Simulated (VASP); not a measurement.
# Mo16H (a cell with a defect) in VASP: single point with PBE

Aim: the single point of Mo16H (a cell with a defect) with PBE.

Everything below comes from runs of VASP 6.6.1. Logs are shortened: lines on timing, memory, paths and dates and some standing lists are left out, and cuts for length are marked.

**1. The cell of the first run**

The cell holds a defect, 17 atoms: a = 6.300 Å, b = 6.300 Å, c = 6.300 Å, α = 90.00°, β = 90.00°, γ = 90.00°.

**2. Single point, PBE**

INCAR

```
ALGO = Normal
EDIFF = 1E-6
ENCUT = 520
GGA = PE
ISIF = 2
ISMEAR = 0
LASPH = T
LCHARG = T
LELF = T
LREAL = Auto
LVHAR = T
LWAVE = F
NBANDS = 126
NELM = 60
PREC = Accurate
SIGMA = 0.1
```

KPOINTS

```
k-points
0
Gamma
  3 3 3
```

POSCAR

```
Mo16H
1.0
    6.3000000000      0.0000000000      0.0000000000
    0.0000000000      6.3000000000      0.0000000000
    0.0000000000      0.0000000000      6.3000000000
Mo H
16 1
Direct
   -0.0030749206     -0.0013858730     -0.0001619048
    0.5005936508     -0.0002052381     -0.0001638095
   -0.0074625397      0.5108322222     -0.0001622222
   -0.0011419048     -0.0010006349      0.4998371429
    0.2565471429      0.2494101587      0.2639638095
    0.4994109524      0.5017212698     -0.0001638095
    0.5028606349     -0.0023698413      0.4998387302
    0.7497101587      0.2508544444      0.2510595238
   -0.0010614286      0.5016914286      0.4998373016
    0.2496652381      0.7504431746      0.2507090476
    0.2565450794      0.2494106349      0.7357236508
    0.5024471429      0.5027401587      0.4998387302
    0.7475965079      0.7516139683      0.2511660317
    0.7497112698      0.2508542857      0.7486222222
    0.2496644444      0.7504431746      0.7489725397
    0.7475985714      0.7516139683      0.7485198413
    0.1495346032      0.2658803175     -0.0001571429
```

Potentials or basis: VASP PAW PBE potentials, release 64 (Mo_sv, H).

On the command line:

```
$ cat potpaw_PBE.64/Mo_sv/POTCAR potpaw_PBE.64/H/POTCAR > POTCAR
$ mpirun -np 1 vasp_std > vasp.out
```

OUTCAR:

```text
EDIFF = 1E-6
   ENCUT = 520
   GGA = PE
   ISIF = 2
   ISMEAR = 0
   LASPH = T
   LREAL = Auto
   NELM = 60
   PREC = Accurate

 ion  position               nearest neighbor table
   1  0.997  0.999  1.000-  17 1.94  16 2.72  13 2.72  14 2.73   8 2.73  15 2.73  10 2.73  11 2.82
                             5 2.82   3 3.07   2 3.13   4 3.15   4 3.15   2 3.17   3 3.23
   2  0.501  1.000  1.000-  16 2.72  13 2.72  15 2.73  10 2.73  14 2.73   8 2.73  11 2.76   5 2.76
                             1 3.13   6 3.14   7 3.15   7 3.15   6 3.16   1 3.17
   3  0.993  0.511  1.000-  17 1.83  16 2.68  13 2.68  15 2.72  10 2.72  14 2.74   8 2.74  11 2.87
                             5 2.87   1 3.07   6 3.11   9 3.15   9 3.15   6 3.19   1 3.23
   4  0.999  0.999  0.500-   5 2.71  11 2.71  13 2.72  16 2.72  10 2.72  15 2.72   8 2.73  14 2.73
                             7 3.12   9 3.13   1 3.15   1 3.15   9 3.17   7 3.18
   5  0.257  0.249  0.264-  17 1.80   7 2.67  12 2.67   4 2.71   9 2.71   2 2.76   6 2.76   1 2.82
                             3 2.87  11 2.97   8 3.11  10 3.14  10 3.16   8 3.19  11 3.33
   6  0.499  0.502  1.000-  15 2.73  10 2.73  16 2.73  13 2.73  14 2.74   8 2.74  11 2.76   5 2.76
                             3 3.11   2 3.14  12 3.15  12 3.15   2 3.16   3 3.19
   7  0.503  0.998  0.500-   5 2.67  11 2.67  13 2.69  16 2.69   8 2.72  14 2.72  10 2.73  15 2.73
                            12 3.12   4 3.12   2 3.15   2 3.15   4 3.18  12 3.18
   8  0.750  0.251  0.251-  12 2.72   9 2.72   7 2.72   4 2.73   1 2.73   2 2.73   6 2.74   3 2.74
                             5 3.11  14 3.13  13 3.15  13 3.15  14 3.17   5 3.19
   9  0.999  0.502  0.500-   5 2.71  11 2.71  10 2.72  15 2.72   8 2.72  14 2.72  13 2.73  16 2.73
                            12 3.13   4 3.13   3 3.15   3 3.15   4 3.17  12 3.17
  10  0.250  0.750  0.251-   3 2.72   4 2.72   9 2.72   6 2.73   7 2.73  12 2.73   2 2.73   1 2.73
                            13 3.14  15 3.14   5 3.14   5 3.16  15 3.16  13 3.16
  11  0.257  0.249  0.736-  17 1.80   7 2.67  12 2.67   4 2.71   9 2.71   2 2.76   6 2.76   1 2.82
                             3 2.87   5 2.97  14 3.11  15 3.14  15 3.16  14 3.19   5 3.33
  12  0.502  0.503  0.500-   5 2.67  11 2.67  13 2.70  16 2.70   8 2.72  14 2.72  10 2.73  15 2.73
                             7 3.12   9 3.13   6 3.15   6 3.15   9 3.17   7 3.18
  13  0.748  0.752  0.251-   3 2.68   7 2.69  12 2.70   2 2.72   4 2.72   1 2.72   6 2.73   9 2.73
                            16 3.13  10 3.14   8 3.15   8 3.15  10 3.16  16 3.17
  14  0.750  0.251  0.749-  12 2.72   9 2.72   7 2.72   4 2.73   1 2.73   2 2.73   6 2.74   3 2.74
                            11 3.11   8 3.13  16 3.15  16 3.15   8 3.17  11 3.19
  15  0.250  0.750  0.749-   3 2.72   4 2.72   9 2.72   6 2.73   7 2.73  12 2.73   2 2.73   1 2.73
                            16 3.14  10 3.14  11 3.14  11 3.16  10 3.16  16 3.16
  16  0.748  0.752  0.749-   3 2.68   7 2.69  12 2.70   2 2.72   4 2.72   1 2.72   6 2.73   9 2.73
                            13 3.13  15 3.14  14 3.15  14 3.15  15 3.16  13 3.17
  17  0.150  0.266  1.000-  11 1.80   5 1.80   3 1.83   1 1.94

  LATTYP: Found a simple cubic cell.
 ALAT       =     6.3000000000

  Lattice vectors:

 A1 = (   6.3000000000,   0.0000000000,   0.0000000000)
 A2 = (   0.0000000000,   6.3000000000,   0.0000000000)
[... 165 lines left out ...]
   IMIX   =      4    mixing-type and parameters
     AMIX     =   0.40;   BMIX     =  1.00
     AMIX_MAG =   1.60;   BMIX_MAG =  1.00
  volume/ion in A,a.u.               =      14.71        99.26
  Fermi-wavevector in a.u.,A,eV,Ry     =   1.580502  2.986716 33.987182  2.497987
  Thomas-Fermi vector in A             =   2.680720
   LORBIT       =      0    0 simple, 1 ext, 2 COOP (PROOUT), +10 PAW based schemes
   GGA     = PE    functional components
   LHFCALC =     F    Hartree Fock is set to
   AEXX    =    0.0000 exact exchange contribution
   IVDW    =     0    specifies the selected vdW correction
   LEPSILON=     F    determine dielectric tensor
   LRPA    =     F    only Hartree local field effects (RPA)
 non-spin polarized calculation
 Gauss-broadening in eV      SIGMA  =   0.10
  energy-cutoff  :      520.00
  volume of cell :      250.05
 maximum number of plane-waves:      6763
   NGX = 23   NGY = 23   NGZ = 23

 number of electron     225.0000016 magnetization

 Free energy of the ion-electron system (eV)
  ---------------------------------------------------
  ext. energy  EPLUGINS =         0.00000000
  ---------------------------------------------------
  free energy    TOTEN  =      -177.78811708 eV

  energy without entropy =     -177.70072048  energy(sigma->0) =     -177.74441878

 E-fermi :  12.7902     XC(G=0): -13.4256

 val. band max:       12.7842072853   @ k =   0.0000  -0.3333   0.3333
 cond. band min:      12.7910171286   @ k =   0.3333   0.3333   0.0000
 fundamental gap:      0.0068098433
 Fermi energy:        12.7902432922

 k-point     1 :       0.0000    0.0000    0.0000
  band No.  band energies     occupation
      1     -48.6149      2.00000
      2     -48.4074      2.00000
      3     -48.3866      2.00000
      4     -48.3713      2.00000
      5     -48.3660      2.00000
      6     -48.3567      2.00000
[... 1767 lines left out ...]
    123      14.0428      0.00000
    124      14.0983      0.00000
 [bands above 124 left out]

------------------------ aborting loop because EDIFF is reached ----------------------------------------

  FORCE on cell =-STRESS in cart. coord.  units (eV):
  Direction    XX          YY          ZZ          XY          YZ          ZX
  --------------------------------------------------------------------------------------
  -------------------------------------------------------------------------------------
  Total        9.4991813      8.9512401     11.8551086     -0.5143237     -0.0000585      0.0001190
  in kB       60.8660487     57.3551131     75.9616644     -3.2955314     -0.0003745      0.0007625
  external PRESSURE =      64.7276087 kB  Pullay stress =       0.0000000 kB

 VOLUME and BASIS-vectors are now :
 -----------------------------------------------------------------------------
  energy-cutoff  :      520.00
  volume of cell :      250.05
      direct lattice vectors                 reciprocal lattice vectors
     6.300000000  0.000000000  0.000000000     0.158730159  0.000000000  0.000000000
     0.000000000  6.300000000  0.000000000     0.000000000  0.158730159  0.000000000
     0.000000000  0.000000000  6.300000000     0.000000000  0.000000000  0.158730159

 POSITION                                       TOTAL-FORCE (eV/Angst)
 -----------------------------------------------------------------------------------
      6.28063      6.29127      6.29898        -0.010665     -0.013739     -0.000041
      3.15374      6.29871      6.29897         0.020223      0.015689      0.000511
      6.25299      3.21824      6.29898         0.025650      0.028667     -0.000096
      6.29281      6.29370      3.14897         0.007078      0.031111      0.000373
      1.61625      1.57128      1.66297         0.042030      0.032521     -0.027919
      3.14629      3.16084      6.29897         0.017009      0.023689      0.000163
[... 9 lines left out ...]
      4.70987      4.73517      4.71568         0.022998     -0.006591      0.000266
      0.94207      1.67505      6.29901        -0.302971     -0.265845      0.000061
 -----------------------------------------------------------------------------------
    total drift:                               -0.000446     -0.001915     -0.000277

  FREE ENERGIE OF THE ION-ELECTRON SYSTEM (eV)
  ---------------------------------------------------
  free  energy   TOTEN  =      -177.7881170788 eV

  energy  without entropy=     -177.7007204767  energy(sigma->0) =     -177.74441878
```

OSZICAR:

```text
N       E                     dE             d eps       ncg     rms          rms(c)
DAV:   1     0.305286893031E+04    0.30529E+04   -0.13986E+05  3536   0.189E+03
DAV:   2    -0.252892874685E+02   -0.30782E+04   -0.30181E+04  3700   0.603E+02
DAV:   3    -0.182478137719E+03   -0.15719E+03   -0.15192E+03  4682   0.116E+02
DAV:   4    -0.188461335788E+03   -0.59832E+01   -0.57994E+01  4272   0.164E+01
DAV:   5    -0.188656247165E+03   -0.19491E+00   -0.19148E+00  4400   0.274E+00    0.617E+01
DAV:   6    -0.179159084434E+03    0.94972E+01   -0.21979E+01  3794   0.176E+01    0.171E+01
DAV:   7    -0.177908669884E+03    0.12504E+01   -0.54329E+00  4128   0.847E+00    0.383E+00
DAV:   8    -0.177861782802E+03    0.46887E-01   -0.10143E+00  4432   0.463E+00    0.275E+00
DAV:   9    -0.177794723729E+03    0.67059E-01   -0.50929E-01  4504   0.292E+00    0.920E-01
DAV:  10    -0.177789706414E+03    0.50173E-02   -0.72036E-02  4504   0.116E+00    0.520E-01
DAV:  11    -0.177788058578E+03    0.16478E-02   -0.12848E-02  4480   0.520E-01    0.216E-01
DAV:  12    -0.177788158597E+03   -0.10002E-03   -0.15386E-03  4504   0.160E-01    0.142E-01
DAV:  13    -0.177788118965E+03    0.39632E-04   -0.47725E-04  4464   0.102E-01    0.453E-02
DAV:  14    -0.177788117015E+03    0.19499E-05   -0.10120E-04  4504   0.422E-02    0.177E-02
DAV:  15    -0.177788117211E+03   -0.19589E-06   -0.23515E-05  4576   0.216E-02    0.978E-03
DAV:  16    -0.177788117079E+03    0.13250E-06   -0.33561E-06  2936   0.885E-03
   1 F= -.17778812E+03 E0= -.17774442E+03  d E =-.873966E-01
```

stdout:

```text
POSCAR found type information on POSCAR MoH
 POSCAR found :  2 types and      17 ions
 scaLAPACK will be used
 LDA part: xc-table for (Slater+PW92), standard interpolation
 POSCAR, INCAR and KPOINTS ok, starting setup
 FFT: planning ... GRIDC
 FFT: planning ... GRID_SOFT
 FFT: planning ... GRID
 WAVECAR not read
 entering main loop
```

Run time: 11 min. Hardware: 1 thread of Intel Xeon Platinum 8375C at 2.90GHz (Ice Lake), shared host; peak memory 0.48 GiB.

What came out:

```yaml
Free_energy: -177.7881 eV
Pressure: 6.5 GPa
Largest_force: 0.403 eV/Å
Band_gap_on_the_k_mesh: zero (an odd number of electrons rules out a gap without spin polarisation)
```

Forces in eV/Å, atoms in the order of the input:
```
Mo  -0.011 -0.014  0.000
Mo   0.020  0.016  0.001
Mo   0.026  0.029  0.000
Mo   0.007  0.031  0.000
Mo   0.042  0.033 -0.028
Mo   0.017  0.024  0.000
Mo   0.001  0.034  0.000
Mo   0.018  0.005  0.003
Mo   0.017  0.019  0.000
Mo   0.024  0.014  0.003
Mo   0.042  0.032  0.028
Mo   0.012  0.037  0.000
Mo   0.023 -0.007 -0.001
Mo   0.017  0.005 -0.003
Mo   0.024  0.014 -0.003
Mo   0.023 -0.007  0.000
H   -0.303 -0.266  0.000
```
